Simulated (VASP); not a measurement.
# Re (P6_3/mmc) in VASP: further runs, part 3 of 3

VASP 6.6.1. The steps go on from the part before.

### 5 Electric field gradients, LDA (volume scaled by 1.06)

The input, INCAR:

```
ALGO = Normal ; EDIFF = 1E-8
ENCUT = 520 ; ISIF = 2
ISMEAR = -1 ; LASPH = T
LCHARG = F ; LEFG = T
LREAL = F ; LWAVE = F
NBANDS = 14 ; NELM = 100
PREC = Accurate ; SIGMA = 0.05
```

The input, KPOINTS:

```
k-points
0
Gamma
  14 14 8
```

The input, POSCAR:

```
Re
1.0
    2.6539513089      0.0000000000      0.0000000000
   -1.3269756545      2.2983892539      0.0000000000
    0.0000000000      0.0000000000      4.2436285669
Re
2
Direct
    0.3333333333      0.6666666667      0.2500000000
    0.6666666667      0.3333333333      0.7500000000
```

Potentials or basis: VASP PAW LDA potentials, release 64 (Re).

Run with:

```console
$ cat potpaw_LDA.64/Re/POTCAR > POTCAR
$ mpirun -np 1 vasp_std > vasp.out
```

OUTCAR:

```text
EDIFF = 1E-8
   ENCUT = 520
   ISIF = 2
   ISMEAR = -1
   LASPH = T
   LREAL = F
   NELM = 100
   PREC = Accurate

 ion  position               nearest neighbor table
   1  0.333  0.667  0.250-   2 2.62   2 2.62   2 2.62   2 2.62   2 2.62   2 2.62
   2  0.667  0.333  0.750-   1 2.62   1 2.62   1 2.62   1 2.62   1 2.62   1 2.62

  LATTYP: Found a hexagonal cell.
 ALAT       =     2.6539513089
 C/A-ratio  =     1.5989850879

  Lattice vectors:

 A1 = (   2.6539513089,   0.0000000000,   0.0000000000)
 A2 = (  -1.3269756545,   2.2983892539,   0.0000000000)
 A3 = (   0.0000000000,   0.0000000000,   4.2436285669)

Analysis of symmetry for initial positions (statically):
=====================================================================
 Subroutine PRICEL returns:
 Original cell was already a primitive cell.

 Routine SETGRP: Setting up the symmetry group for a
 hexagonal supercell.

 Subroutine GETGRP returns: Found 24 space group operations
 (whereof 12 operations were pure point group operations)
 out of a pool of 24 trial point group operations.

The static configuration has the point symmetry D_3d.
 The point group associated with its full space group is D_6h.

Analysis of symmetry for dynamics (positions and initial velocities):
=====================================================================
 Subroutine PRICEL returns:
 Original cell was already a primitive cell.

 Routine SETGRP: Setting up the symmetry group for a
 hexagonal supercell.

 Subroutine GETGRP returns: Found 24 space group operations
 (whereof 12 operations were pure point group operations)
 out of a pool of 24 trial point group operations.

[... 168 lines left out ...]
     11      13.5139      0.00000
     12      13.5139      0.00000
     13      21.4737      0.00000
     14      23.8370      0.00000
[... 377 lines left out ...]
      1       3.2116      2.00000
      2       4.8158      2.00000
      3       4.8388      2.00000
      4       5.8613      2.00000
      5       6.9289      2.00000
      6       7.3171      2.00000
      7       9.5196      1.14846
      8      12.9710      0.00000
      9      13.5757      0.00000
     10      13.9159      0.00000
     11      17.1903      0.00000
     12      17.3184      0.00000
     13      19.2861      0.00000
     14      25.7622      0.00000

 [... further k-points ...]
[... 5 lines left out ...]
  --------------------------------------------------------------------------------------
  -------------------------------------------------------------------------------------
  Total        8.5777113      8.5777113      9.5270002     -0.0000000      0.0000000      0.0000000
  in kB      530.9188076    530.9188076    589.6751950     -0.0000000      0.0000000      0.0000000
  external PRESSURE =     550.5042701 kB  Pullay stress =       0.0000000 kB

 VOLUME and BASIS-vectors are now :
 -----------------------------------------------------------------------------
  energy-cutoff  :      520.00
  volume of cell :       25.89
      direct lattice vectors                 reciprocal lattice vectors
     2.653951309  0.000000000  0.000000000     0.376796664  0.217543655  0.000000000
    -1.326975654  2.298389254  0.000000000     0.000000000  0.435087311  0.000000000
     0.000000000  0.000000000  4.243628567     0.000000000  0.000000000  0.235647391

 POSITION                                       TOTAL-FORCE (eV/Angst)
 -----------------------------------------------------------------------------------
     -0.00000      1.53226      1.06091         0.000000     -0.000000      0.000000
      1.32698      0.76613      3.18272        -0.000000      0.000000      0.000000
 -----------------------------------------------------------------------------------
    total drift:                               -0.000000     -0.000000     -0.000000

  FREE ENERGIE OF THE ION-ELECTRON SYSTEM (eV)
  ---------------------------------------------------
  free  energy   TOTEN  =       -27.0785547937 eV

  energy  without entropy=      -27.0670176328  energy(sigma->0) =      -27.07278621

 Electric field gradients (V/A^2)
---------------------------------------------------------------------
 ion       V_xx      V_yy      V_zz      V_xy      V_xz      V_yz
---------------------------------------------------------------------
   1      50.571    50.571  -101.142     0.000     0.000    -0.000
   2      50.571    50.571  -101.142     0.000    -0.000     0.000
---------------------------------------------------------------------

 Electric field gradients after diagonalization (V/A^2)
 (convention: |V_zz| > |V_xx| > |V_yy|)
----------------------------------------------------------------------
 ion       V_xx      V_yy      V_zz     asymmetry (V_yy - V_xx)/ V_zz
----------------------------------------------------------------------
   1      50.571    50.571  -101.142       0.000
   2      50.571    50.571  -101.142       0.000
----------------------------------------------------------------------

           NMR quadrupolar parameters

 Cq : quadrupolar parameter    Cq=e*Q*V_zz/h
 eta: asymmetry parameters     (V_yy - V_xx)/ V_zz
 Q  : nuclear electric quadrupole moment in mb (millibarn)
----------------------------------------------------------------------
 ion       Cq(MHz)       eta       Q (mb)
----------------------------------------------------------------------
   1      -0.245       0.000       1.000
   2      -0.245       0.000       1.000
----------------------------------------------------------------------
```

OSZICAR:

```text
N       E                     dE             d eps       ncg     rms          rms(c)
DAV:   1     0.913297029869E+02    0.91330E+02   -0.61989E+03  4082   0.106E+03
DAV:   2    -0.224177291017E+02   -0.11375E+03   -0.95198E+02  5144   0.360E+02
DAV:   3    -0.282914629007E+02   -0.58737E+01   -0.53472E+01  5664   0.110E+02
DAV:   4    -0.283553061093E+02   -0.63843E-01   -0.63702E-01  4806   0.712E+00
DAV:   5    -0.283556435864E+02   -0.33748E-03   -0.33743E-03  5658   0.951E-01    0.538E+01
DAV:   6    -0.274457717175E+02    0.90987E+00   -0.49066E-01  5752   0.111E+01    0.262E+01
DAV:   7    -0.270858764394E+02    0.35990E+00   -0.45862E-01  5744   0.103E+01    0.660E-01
DAV:   8    -0.270799505745E+02    0.59259E-02   -0.41707E-03  5284   0.546E-01    0.249E-01
DAV:   9    -0.270785438546E+02    0.14067E-02   -0.84594E-04  5064   0.291E-01    0.333E-02
DAV:  10    -0.270785584454E+02   -0.14591E-04   -0.57041E-05  5556   0.657E-02    0.244E-02
DAV:  11    -0.270785548552E+02    0.35902E-05   -0.11289E-06  5562   0.183E-02    0.179E-03
DAV:  12    -0.270785547942E+02    0.61017E-07   -0.41265E-08  4878   0.272E-03    0.126E-03
DAV:  13    -0.270785547937E+02    0.50045E-09   -0.20591E-09  2712   0.115E-03
   1 F= -.27078555E+02 E0= -.27072786E+02  d E =-.115372E-01
```

Wall time 30 s (1 thread of Intel Xeon Platinum 8488C (Sapphire Rapids), shared host); peak memory 0.15 GiB.

What came out:

- Free energy: -27.0786 eV
- Pressure: 55.1 GPa
- Band gap on the k mesh: zero (band 7 reaches 11.34 eV, above the bottom of band 8 at 7.37 eV)

Stress tensor (GPa, compression positive):
```
53.09  0.00  0.00
 0.00 53.09  0.00
 0.00  0.00 58.97
```

Electric field gradients, principal values (V/Å²):
```tsv
atom	least	middle	greatest (by size)
1 Re	50.571	50.571	-101.142
2 Re	50.571	50.571	-101.142
```

Caveat: without QUAD_EFG the Cq values of the log hold for a quadrupole moment of 1 mb, not for the nuclei; spin-orbit coupling is left out, which moves the levels of the heavy elements.

### 6 Electric field gradients, LDA (volume scaled by 1.06)

The input, INCAR:

```
SYSTEM = Re
  PREC = Accurate
  ENCUT = 520
  EDIFF = 1E-8
  ISMEAR = -1
  SIGMA = 0.05
  LREAL = .False.
  LASPH = .True.
  NELM = 100
  ALGO = Normal
  ISIF = 2
  LWAVE = .False.
  LCHARG = .False.
  LEFG = .True.
  NBANDS = 14
```

The input, KPOINTS:

```
regular mesh
0
Gamma
  14 14 8
  0 0 0
```

POSCAR is that of step 5.

Potentials or basis: VASP PAW LDA potentials, release 64 (Re).

Run with:

```console
$ cat potpaw_LDA.64/Re/POTCAR > POTCAR
$ mpirun -np 1 vasp_std > vasp.out
```

OUTCAR:

```text
SYSTEM = Re
   PREC = Accurate
   ENCUT = 520
   EDIFF = 1E-8
   ISMEAR = -1
   LREAL = .False.
   LASPH = .True.
   NELM = 100
   ISIF = 2

 ion  position               nearest neighbor table
   1  0.333  0.667  0.250-   2 2.62   2 2.62   2 2.62   2 2.62   2 2.62   2 2.62
   2  0.667  0.333  0.750-   1 2.62   1 2.62   1 2.62   1 2.62   1 2.62   1 2.62

  LATTYP: Found a hexagonal cell.
 ALAT       =     2.6539513089
 C/A-ratio  =     1.5989850879

  Lattice vectors:

 A1 = (   2.6539513089,   0.0000000000,   0.0000000000)
 A2 = (  -1.3269756545,   2.2983892539,   0.0000000000)
 A3 = (   0.0000000000,   0.0000000000,   4.2436285669)

Analysis of symmetry for initial positions (statically):
=====================================================================
 Subroutine PRICEL returns:
 Original cell was already a primitive cell.

 Routine SETGRP: Setting up the symmetry group for a
 hexagonal supercell.

 Subroutine GETGRP returns: Found 24 space group operations
 (whereof 12 operations were pure point group operations)
 out of a pool of 24 trial point group operations.

The static configuration has the point symmetry D_3d.
 The point group associated with its full space group is D_6h.

Analysis of symmetry for dynamics (positions and initial velocities):
=====================================================================
 Subroutine PRICEL returns:
 Original cell was already a primitive cell.

 Routine SETGRP: Setting up the symmetry group for a
 hexagonal supercell.

 Subroutine GETGRP returns: Found 24 space group operations
 (whereof 12 operations were pure point group operations)
 out of a pool of 24 trial point group operations.

[... 554 lines left out ...]
      6       7.3171      2.00000
      7       9.5196      1.14846
      8      12.9710      0.00000
      9      13.5757      0.00000
     10      13.9159      0.00000
     11      17.1903      0.00000
     12      17.3184      0.00000
     13      19.2861      0.00000
     14      25.7622      0.00000

 [... further k-points ...]

------------------------ aborting loop because EDIFF is reached ----------------------------------------

  FORCE on cell =-STRESS in cart. coord.  units (eV):
  Direction    XX          YY          ZZ          XY          YZ          ZX
  --------------------------------------------------------------------------------------
  -------------------------------------------------------------------------------------
  Total        8.5777113      8.5777113      9.5270002     -0.0000000      0.0000000      0.0000000
  in kB      530.9188076    530.9188076    589.6751950     -0.0000000      0.0000000      0.0000000
  external PRESSURE =     550.5042701 kB  Pullay stress =       0.0000000 kB

 VOLUME and BASIS-vectors are now :
 -----------------------------------------------------------------------------
  energy-cutoff  :      520.00
  volume of cell :       25.89
      direct lattice vectors                 reciprocal lattice vectors
     2.653951309  0.000000000  0.000000000     0.376796664  0.217543655  0.000000000
    -1.326975654  2.298389254  0.000000000     0.000000000  0.435087311  0.000000000
     0.000000000  0.000000000  4.243628567     0.000000000  0.000000000  0.235647391

 POSITION                                       TOTAL-FORCE (eV/Angst)
 -----------------------------------------------------------------------------------
     -0.00000      1.53226      1.06091         0.000000     -0.000000      0.000000
      1.32698      0.76613      3.18272        -0.000000      0.000000      0.000000
 -----------------------------------------------------------------------------------
    total drift:                               -0.000000     -0.000000     -0.000000

  FREE ENERGIE OF THE ION-ELECTRON SYSTEM (eV)
  ---------------------------------------------------
  free  energy   TOTEN  =       -27.0785547937 eV

  energy  without entropy=      -27.0670176328  energy(sigma->0) =      -27.07278621

 Electric field gradients (V/A^2)
---------------------------------------------------------------------
 ion       V_xx      V_yy      V_zz      V_xy      V_xz      V_yz
---------------------------------------------------------------------
   1      50.571    50.571  -101.142     0.000     0.000    -0.000
   2      50.571    50.571  -101.142     0.000    -0.000     0.000
---------------------------------------------------------------------

 Electric field gradients after diagonalization (V/A^2)
 (convention: |V_zz| > |V_xx| > |V_yy|)
----------------------------------------------------------------------
 ion       V_xx      V_yy      V_zz     asymmetry (V_yy - V_xx)/ V_zz
----------------------------------------------------------------------
   1      50.571    50.571  -101.142       0.000
   2      50.571    50.571  -101.142       0.000
----------------------------------------------------------------------

           NMR quadrupolar parameters

 Cq : quadrupolar parameter    Cq=e*Q*V_zz/h
 eta: asymmetry parameters     (V_yy - V_xx)/ V_zz
 Q  : nuclear electric quadrupole moment in mb (millibarn)
----------------------------------------------------------------------
 ion       Cq(MHz)       eta       Q (mb)
----------------------------------------------------------------------
   1      -0.245       0.000       1.000
   2      -0.245       0.000       1.000
----------------------------------------------------------------------
```

OSZICAR:

```text
N       E                     dE             d eps       ncg     rms          rms(c)
DAV:   1     0.913297029869E+02    0.91330E+02   -0.61989E+03  4082   0.106E+03
DAV:   2    -0.224177291017E+02   -0.11375E+03   -0.95198E+02  5144   0.360E+02
DAV:   3    -0.282914629007E+02   -0.58737E+01   -0.53472E+01  5664   0.110E+02
DAV:   4    -0.283553061093E+02   -0.63843E-01   -0.63702E-01  4806   0.712E+00
DAV:   5    -0.283556435864E+02   -0.33748E-03   -0.33743E-03  5658   0.951E-01    0.538E+01
DAV:   6    -0.274457717175E+02    0.90987E+00   -0.49066E-01  5752   0.111E+01    0.262E+01
DAV:   7    -0.270858764394E+02    0.35990E+00   -0.45862E-01  5744   0.103E+01    0.660E-01
DAV:   8    -0.270799505745E+02    0.59259E-02   -0.41707E-03  5284   0.546E-01    0.249E-01
DAV:   9    -0.270785438546E+02    0.14067E-02   -0.84594E-04  5064   0.291E-01    0.333E-02
DAV:  10    -0.270785584454E+02   -0.14591E-04   -0.57041E-05  5556   0.657E-02    0.244E-02
DAV:  11    -0.270785548552E+02    0.35902E-05   -0.11289E-06  5562   0.183E-02    0.179E-03
DAV:  12    -0.270785547942E+02    0.61017E-07   -0.41265E-08  4878   0.272E-03    0.126E-03
DAV:  13    -0.270785547937E+02    0.50045E-09   -0.20591E-09  2712   0.115E-03
   1 F= -.27078555E+02 E0= -.27072786E+02  d E =-.115372E-01
```

Run time: 27 s. Hardware: 1 thread of Intel Xeon Platinum 8488C (Sapphire Rapids), shared host; peak memory 0.16 GiB.

What came out:

| Quantity | Value |
| --- | --- |
| Free energy | -27.0786 eV |
| Pressure | 55.1 GPa |
| Band gap on the k mesh | zero (band 7 reaches 11.34 eV, above the bottom of band 8 at 7.37 eV) |

Electric field gradients, principal values (V/Å²):
```tsv
atom	least	middle	greatest (by size)
1 Re	50.571	50.571	-101.142
2 Re	50.571	50.571	-101.142
```

Caveat: without QUAD_EFG the Cq values of the log hold for a quadrupole moment of 1 mb, not for the nuclei; spin-orbit coupling is left out, which moves the levels of the heavy elements.

### 7 The runs side by side

```tsv
cell	gap on the mesh (eV)	pressure (GPa)
a = 2.603, b = 2.603, c = 4.204 Å, angles 90.0, 90.0, 120.0°, 2 atoms	none	89.0
a = 2.637, b = 2.637, c = 4.217 Å, angles 90.0, 90.0, 120.0°, 2 atoms	none	67.7
a = 2.654, b = 2.654, c = 4.244 Å, angles 90.0, 90.0, 120.0°, 2 atoms	none	55.1
```

Alike in all rows: task electric field gradients; level LDA; potentials or basis VASP PAW LDA potentials, release 64 (Re); no spin polarisation; k mesh 14 × 14 × 8; cutoff (eV) 520; smearing fermi-dirac 0.05 eV.

Caveats: spin-orbit coupling is left out, which moves the levels of the heavy elements.

Total energies depend on the potentials used, so only differences within one code and one set of settings carry meaning.
